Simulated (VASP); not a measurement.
# CdSe (F-43m) in VASP: a series of runs

The runs below take CdSe through single point, with r2SCAN.

Program: VASP 6.6.1. These are calculated values, not measurements. Logs are shortened: lines on timing, memory, paths and dates and some standing lists are left out, and cuts for length are marked.

## 1. The cell of the first run

It takes space group F-43m (No. 216, cubic). Conventional cell: a = 6.010 Å, b = 6.010 Å, c = 6.010 Å, α = 90.00°, β = 90.00°, γ = 90.00°. Cd (site symmetry -43m) has 4 Se at 2.60 Å within 3.4 Å. Se (site symmetry -43m) has 4 Cd at 2.60 Å within 3.4 Å.

## 2. Single point, r2SCAN (volume changed by -6%)

Contents of POSCAR:

```
CdSe
1.0
    0.0000000000      3.0051556176      3.0051556176
    3.0051556176      0.0000000000      3.0051556176
    3.0051556176      3.0051556176      0.0000000000
Cd Se
1 1
Direct
    0.0000000000      0.0000000000      0.0000000000
    0.2500000000      0.2500000000      0.2500000000
```

Contents of INCAR.step1:

```
SYSTEM = CdSe
PREC = Accurate
ENCUT = 520
ISMEAR = 0
SIGMA = 0.01
LREAL = .FALSE.
LASPH = .TRUE.
NELM = 80
NBANDS = 16
GGA = PE
ALGO = Normal
EDIFF = 1E-4
LWAVE = .TRUE.
LCHARG = .FALSE.
```

Contents of INCAR.step2:

```
SYSTEM = CdSe
PREC = Accurate
ENCUT = 520
EDIFF = 1E-7
ISMEAR = 0
SIGMA = 0.01
LREAL = .FALSE.
LASPH = .TRUE.
NELM = 80
ALGO = Normal
ISIF = 2
LWAVE = .FALSE.
LCHARG = .TRUE.
METAGGA = R2SCAN
LMIXTAU = .TRUE.
LELF = .TRUE.
LVHAR = .TRUE.
NBANDS = 16
ISTART = 1
```

Contents of KPOINTS:

```
regular mesh
0
G
  6 6 6
  0 0 0
```

Potentials or basis: VASP PAW PBE potentials, release 64 (Cd, Se).

Run with:

```bash
cat potpaw_PBE.64/Cd/POTCAR potpaw_PBE.64/Se/POTCAR > POTCAR
cp INCAR.step1 INCAR
mpirun -np 1 vasp_std > vasp.out
cp INCAR.step2 INCAR
mpirun -np 1 vasp_std > vasp.out
```

OUTCAR:

```text
SYSTEM = CdSe
   PREC = Accurate
   ENCUT = 520
   EDIFF = 1E-7
   ISMEAR = 0
   LREAL = .FALSE.
   LASPH = .TRUE.
   NELM = 80
   ISIF = 2
   METAGGA = R2SCAN
   ISTART = 1

 ion  position               nearest neighbor table
   1  0.000  0.000  0.000-   2 2.60   2 2.60   2 2.60   2 2.60
   2  0.250  0.250  0.250-   1 2.60   1 2.60   1 2.60   1 2.60

  LATTYP: Found a face centered cubic cell.
 ALAT       =     6.0103112352

  Lattice vectors:

 A1 = (   0.0000000000,   3.0051556176,   3.0051556176)
 A2 = (   3.0051556176,   0.0000000000,   3.0051556176)
 A3 = (   3.0051556176,   3.0051556176,   0.0000000000)

Analysis of symmetry for initial positions (statically):
=====================================================================
 Subroutine PRICEL returns:
 Original cell was already a primitive cell.

 Routine SETGRP: Setting up the symmetry group for a
 face centered cubic supercell.

 Subroutine GETGRP returns: Found 24 space group operations
 (whereof 24 operations were pure point group operations)
 out of a pool of 48 trial point group operations.

The static configuration has the point symmetry T_d .

Analysis of symmetry for dynamics (positions and initial velocities):
=====================================================================
 Subroutine PRICEL returns:
 Original cell was already a primitive cell.

 Routine SETGRP: Setting up the symmetry group for a
 face centered cubic supercell.

 Subroutine GETGRP returns: Found 24 space group operations
 (whereof 24 operations were pure point group operations)
 out of a pool of 48 trial point group operations.

The dynamic configuration has the point symmetry T_d .

 Subroutine INISYM returns: Found 24 space group operations
 (whereof 24 operations are pure point group operations),
 and found     1 'primitive' translations

----------------------------------------------------------------------------------------

                                     Primitive cell

  volume of cell :      54.2789

  direct lattice vectors                    reciprocal lattice vectors
     0.000000000  3.005155618  3.005155618    -0.166380735  0.166380735  0.166380735
     3.005155618  0.000000000  3.005155618     0.166380735 -0.166380735  0.166380735
     3.005155618  3.005155618  0.000000000     0.166380735  0.166380735 -0.166380735

  length of vectors
     4.249931831  4.249931831  4.249931831     0.288179886  0.288179886  0.288179886

  position of ions in fractional coordinates (direct lattice)
     0.000000000  0.000000000  0.000000000
     0.250000000  0.250000000  0.250000000

  ion indices of the primitive-cell ions
   primitive index   ion index
                 1           1
                 2           2

----------------------------------------------------------------------------------------

 KPOINTS: regular mesh

Automatic generation of k-mesh.
 Grid dimensions read from file:
 generate k-points for:    6    6    6

 Generating k-lattice:

  Cartesian coordinates                     Fractional coordinates (reciprocal lattice)
    -0.027730122  0.027730122  0.027730122     0.166666667  0.000000000  0.000000000
     0.027730122 -0.027730122  0.027730122     0.000000000  0.166666667  0.000000000
     0.027730122  0.027730122 -0.027730122     0.000000000  0.000000000  0.166666667

  Length of vectors
     0.048029981  0.048029981  0.048029981

  Shift w.r.t. Gamma in fractional coordinates (k-lattice)
     0.000000000  0.000000000  0.000000000

 Subroutine IBZKPT returns following result:
 ===========================================

 Found     16 irreducible k-points:

 Following reciprocal coordinates:
            Coordinates               Weight
  0.000000  0.000000  0.000000      1.000000
  0.166667  0.000000  0.000000      8.000000
  0.333333  0.000000  0.000000      8.000000
  0.500000  0.000000  0.000000      4.000000
  0.166667  0.166667  0.000000      6.000000
  0.333333  0.166667  0.000000     24.000000
[... 8 lines left out ...]
 -0.333333  0.333333  0.166667     24.000000
 -0.333333  0.500000  0.166667     12.000000
   k-points           NKPTS =     16   k-points in BZ     NKDIM =     16   number of bands    NBANDS=     16
   number of dos      NEDOS =    301   number of ions     NIONS =      2
   total plane-waves  NPLWV =  32768
   dimension x,y,z NGX =    32 NGY =   32 NGZ =   32
   dimension x,y,z NGXF=    64 NGYF=   64 NGZF=   64
   ions per type =               1   1
   NGX,Y,Z   is equivalent  to a cutoff of  12.52, 12.52, 12.52 a.u.
   NGXF,Y,Z  is equivalent  to a cutoff of  25.04, 25.04, 25.04 a.u.
 SYSTEM =  CdSe
   PREC   = accura    normal or accurate (medium, high low for compatibility)
   ISTART =      1    job   : 0-new  1-cont  2-samecut
   ICHARG =      0    charge: 1-file 2-atom 10-const
   ISPIN  =      1    spin polarized calculation?
   LNONCOLLINEAR =      F non collinear calculations
   LSORBIT =      F    spin-orbit coupling
   LASPH  =      T    aspherical Exc in radial PAW
   ENCUT  =  520.0 eV  38.22 Ry    6.18 a.u.   7.90  7.90  7.90*2*pi/ulx,y,z
   NELM   =     80;   NELMIN=  2; NELMDL=  0     # of ELM steps
   EDIFF  = 0.1E-06   stopping-criterion for ELM
   LREAL  =      F    real-space projection
   EDIFFG = 0.1E-05   stopping-criterion for IOM
   NSW    =      0    number of steps for IOM
   IBRION =     -1    ionic relax: 0-MD 1-quasi-New 2-CG
   NFREE  =      0    steps in history (QN), initial steepest desc. (CG)
   ISIF   =      2    stress and relaxation
   ISYM   =      2    0-nonsym 1-usesym 2-fastsym
   POTIM  = 0.5000    time-step for ionic-motion
   TEBEG  =    0.0;   TEEND  =   0.0 temperature during run
   PSTRESS=    0.0 pullay stress
   NELECT =      18.0000    total number of electrons
   NUPDOWN=      -1.0000    fix difference up-down
   EMIN   =  10.00;   EMAX   =-10.00  energy-range for DOS
   EFERMI =   0.00;   METHOD = LEGACY
   ISMEAR =     0;   SIGMA  =   0.01  broadening in eV -4-tet -1-fermi 0-gaus
   EFERMI_NEDOS =   21; number of points for ismear=-14 and -15
   IALGO  =     38    algorithm
   IMIX   =      4    mixing-type and parameters
     AMIX     =   0.40;   BMIX     =  1.00
     AMIX_MAG =   1.60;   BMIX_MAG =  1.00
  volume/ion in A,a.u.               =      27.14       183.15
  Fermi-wavevector in a.u.,A,eV,Ry     =   1.133153  2.141349 17.470379  1.284037
  Thomas-Fermi vector in A             =   2.269856
   LORBIT       =      0    0 simple, 1 ext, 2 COOP (PROOUT), +10 PAW based schemes
   METAGGA = R2SCAN    functional components
   LHFCALC =     F    Hartree Fock is set to
   AEXX    =    0.0000 exact exchange contribution
   IVDW    =     0    specifies the selected vdW correction
   LEPSILON=     F    determine dielectric tensor
   LRPA    =     F    only Hartree local field effects (RPA)
 non-spin polarized calculation
 Gauss-broadening in eV      SIGMA  =   0.01
  energy-cutoff  :      520.00
  volume of cell :       54.28
 maximum number of plane-waves:      1476
   NGX = 15   NGY = 15   NGZ = 15

 number of electron      17.9999992 magnetization

 Free energy of the ion-electron system (eV)
  ---------------------------------------------------
  ext. energy  EPLUGINS =         0.00000000
  ---------------------------------------------------
  free energy    TOTEN  =       -35.87025216 eV

  energy without entropy =      -35.87025216  energy(sigma->0) =      -35.87025216

 E-fermi :   1.0436     XC(G=0):  -9.6005

 val. band max:        0.9398363187   @ k =   0.0000   0.0000   0.0000
 cond. band min:       2.1052330630   @ k =   0.0000   0.0000   0.0000
 fundamental gap:      1.1653967443
 Fermi energy:         1.0436322980

 k-point     1 :       0.0000    0.0000    0.0000
  band No.  band energies     occupation
      1     -12.2973      2.00000
      2      -7.3571      2.00000
      3      -7.3571      2.00000
      4      -7.3571      2.00000
      5      -6.9111      2.00000
      6      -6.9111      2.00000
[... 8 lines left out ...]
     15      12.6730      0.00000
     16      12.6730      0.00000

 k-point     2 :       0.1667    0.0000    0.0000
  band No.  band energies     occupation
      1     -12.1954      2.00000
      2      -7.3236      2.00000
      3      -7.3236      2.00000
      4      -7.2581      2.00000
      5      -6.9120      2.00000
      6      -6.9120      2.00000
[... 8 lines left out ...]
     15      11.6239      0.00000
     16      12.0783      0.00000

 k-point     3 :       0.3333    0.0000    0.0000
  band No.  band energies     occupation
      1     -11.9883      2.00000
      2      -7.2669      2.00000
      3      -7.2669      2.00000
      4      -6.9122      2.00000
      5      -6.8998      2.00000
      6      -6.8998      2.00000
[... 8 lines left out ...]
     15      12.1419      0.00000
     16      12.1419      0.00000

 k-point     4 :       0.5000    0.0000    0.0000
  band No.  band energies     occupation
      1     -11.8838      2.00000
      2      -7.2459      2.00000
      3      -7.2459      2.00000
      4      -6.8844      2.00000
      5      -6.8844      2.00000
      6      -6.5776      2.00000
[... 8 lines left out ...]
     15      13.8804      0.00000
     16      13.8805      0.00000
[... 172 lines left out ...]
 k-point    14 :       0.5000    0.3333    0.1667
  band No.  band energies     occupation
      1     -11.8545      2.00000
      2      -7.1852      2.00000
      3      -7.1759      2.00000
      4      -6.9936      2.00000
      5      -6.8809      2.00000
      6      -6.6500      2.00000
[... 8 lines left out ...]
     15      13.9744      0.00000
     16      14.8776      0.00000

 k-point    15 :      -0.3333    0.3333    0.1667
  band No.  band energies     occupation
      1     -11.7873      2.00000
      2      -7.1752      2.00000
      3      -7.1453      2.00000
      4      -6.9483      2.00000
      5      -6.8994      2.00000
      6      -6.4236      2.00000
[... 8 lines left out ...]
     15      13.6282      0.00000
     16      14.8228      0.00000

 k-point    16 :      -0.3333    0.5000    0.1667
  band No.  band energies     occupation
      1     -11.7545      2.00000
      2      -7.1383      2.00000
      3      -7.1101      2.00000
      4      -6.9875      2.00000
      5      -6.8800      2.00000
      6      -6.3922      2.00000
[... 8 lines left out ...]
     15      14.6063      0.00000
     16      14.7640      0.00000

------------------------ aborting loop because EDIFF is reached ----------------------------------------

  FORCE on cell =-STRESS in cart. coord.  units (eV):
  Direction    XX          YY          ZZ          XY          YZ          ZX
  --------------------------------------------------------------------------------------
  -------------------------------------------------------------------------------------
  Total        1.3355682      1.3355682      1.3355682      0.0000000      0.0000000     -0.0000000
  in kB       39.4226451     39.4226451     39.4226451      0.0000000      0.0000000     -0.0000000
  external PRESSURE =      39.4226451 kB  Pullay stress =       0.0000000 kB

 VOLUME and BASIS-vectors are now :
 -----------------------------------------------------------------------------
  energy-cutoff  :      520.00
  volume of cell :       54.28
      direct lattice vectors                 reciprocal lattice vectors
     0.000000000  3.005155618  3.005155618    -0.166380735  0.166380735  0.166380735
     3.005155618  0.000000000  3.005155618     0.166380735 -0.166380735  0.166380735
     3.005155618  3.005155618  0.000000000     0.166380735  0.166380735 -0.166380735

 POSITION                                       TOTAL-FORCE (eV/Angst)
 -----------------------------------------------------------------------------------
      0.00000      0.00000      0.00000         0.000000      0.000000     -0.000000
      1.50258      1.50258      1.50258        -0.000000     -0.000000      0.000000
 -----------------------------------------------------------------------------------
    total drift:                               -0.000000     -0.000000     -0.000000

  FREE ENERGIE OF THE ION-ELECTRON SYSTEM (eV)
  ---------------------------------------------------
  free  energy   TOTEN  =       -35.8702521563 eV

  energy  without entropy=      -35.8702521563  energy(sigma->0) =      -35.87025216
```

Run time: 30 s. Hardware: 1 thread of Intel Xeon 6975P-C (Granite Rapids), shared host; peak memory 0.19 GiB.

What came out:

| Quantity | Value |
| --- | --- |
| Free energy | -35.8703 eV |
| Pressure | 3.9 GPa |
| Band gap on the k mesh | 1.17 eV, direct |

Caveat: the PAW data sets were made with another functional, which shifts forces and pressure a little.

## 3. Single point, r2SCAN (volume changed by -3%)

Contents of POSCAR:

```
CdSe
1.0
    0.0000000000      3.0367911594      3.0367911594
    3.0367911594      0.0000000000      3.0367911594
    3.0367911594      3.0367911594      0.0000000000
Cd Se
1 1
Direct
    0.0000000000      0.0000000000      0.0000000000
    0.2500000000      0.2500000000      0.2500000000
```

Contents of INCAR.step1:

```
PREC = Accurate ; ENCUT = 520
ISMEAR = 0 ; SIGMA = 0.01
LREAL = False ; LASPH = True
NELM = 80 ; NBANDS = 16
GGA = PE ; ALGO = Normal
EDIFF = 1E-4 ; LWAVE = True
LCHARG = False
```

Contents of INCAR.step2:

```
PREC = Accurate ; ENCUT = 520
EDIFF = 1E-6 ; ISMEAR = 0
SIGMA = 0.01 ; LREAL = False
LASPH = True ; NELM = 80
ALGO = Normal ; ISIF = 2
LWAVE = False ; LCHARG = False
METAGGA = R2SCAN ; LMIXTAU = True
NBANDS = 16 ; ISTART = 1
```

Contents of KPOINTS:

```
Automatic mesh
0
Gamma
  6 6 6
```

Potentials or basis: VASP PAW PBE potentials, release 64 (Cd, Se).

Run with:

```bash
cat potpaw_PBE.64/Cd/POTCAR potpaw_PBE.64/Se/POTCAR > POTCAR
cp INCAR.step1 INCAR
mpirun -np 1 vasp_std > vasp.out
cp INCAR.step2 INCAR
mpirun -np 1 vasp_std > vasp.out
```

Run time: 25 s. Hardware: 1 thread of Intel Xeon 6975P-C (Granite Rapids), shared host; peak memory 0.18 GiB.

The run converged. Its results:

| Property | Result |
| --- | --- |
| Free energy | -35.9017 eV |
| Pressure | 1.9 GPa |
| Band gap on the k mesh | 1.09 eV, direct |

Levels at points of the mesh, in eV from the valence-band top:
```csv
k point,band 6,band 7,band 8,band 9,band 10,band 11,band 12,band 13
"(0.00, 0.00, 0.00)",-7.78,0.00,0.00,0.00,1.09,6.47,6.47,6.47
"(0.50, 0.00, 0.00)",-7.47,-4.45,-0.77,-0.77,2.87,6.93,6.93,7.83
"(0.50, 0.50, 0.00)",-7.40,-4.11,-1.90,-1.90,3.45,4.16,9.72,10.99
```

Caveat: the PAW data sets were made with another functional, which shifts forces and pressure a little.
